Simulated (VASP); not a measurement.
Hf2B3: single point with PBE

Crystal: Hf2B3.

```
Hf B
1.0
     4.53563    0.00000    0.00000
    -2.26782    3.92797    0.00000
     0.00000    0.00000    4.69142
Hf B
2 3
Cartesian
  0.0000 2.6186 2.3457
  2.2678 1.3093 2.3457
  0.0000 0.0000 3.9046
  0.0000 0.0000 0.7868
  0.0000 0.0000 2.3457
```

```
Program             : VASP 6.6.1
Task                : single point
Functional          : PBE
Potentials or basis : VASP PAW PBE potentials, release 64 (Hf_pv, B)
Cutoff              : 520 eV
k mesh              : 12 × 12 × 8
Occupations         : gaussian, width 0.1 eV
Spin                : no spin polarisation
```

The pressure is -0.4 GPa and the largest force is 0.013 eV/Å.

Forces in eV/Å, atoms in the order of the input:
```
Hf   0.000  0.000  0.000
Hf   0.000  0.000  0.000
B    0.000  0.000  0.013
B    0.000  0.000 -0.013
B    0.000  0.000  0.000
```

Stress tensor (GPa, compression positive):
```
-0.49  0.00  0.00
 0.00 -0.49  0.00
 0.00  0.00 -0.13
```

Levels at points of the mesh, in eV from the Fermi level:
```
           k point  band 11  band 12  band 13  band 14  band 15  band 16  band 17  band 18
(0.00, 0.00, 0.00)    -4.40    -0.91    -0.09    -0.09     0.27     1.30     1.30     1.34
(0.50, 0.00, 0.00)    -4.00    -1.77    -1.44    -1.04    -0.18     0.35     0.85     1.25
(0.00, 0.00, 0.50)    -3.84    -1.39    -1.39    -0.50    -0.50    -0.02     0.40     1.46
(0.50, 0.00, 0.50)    -3.36    -2.89    -2.88    -1.64     0.76     0.84     1.28     2.27
```

Wall time 2.3 min on 1 thread of Intel(R) Xeon(R) Platinum 8488C (Sapphire Rapids), on a shared host, peak memory 0.3 GiB.

Caveat: spin-orbit coupling is left out, which moves the levels of the heavy elements.
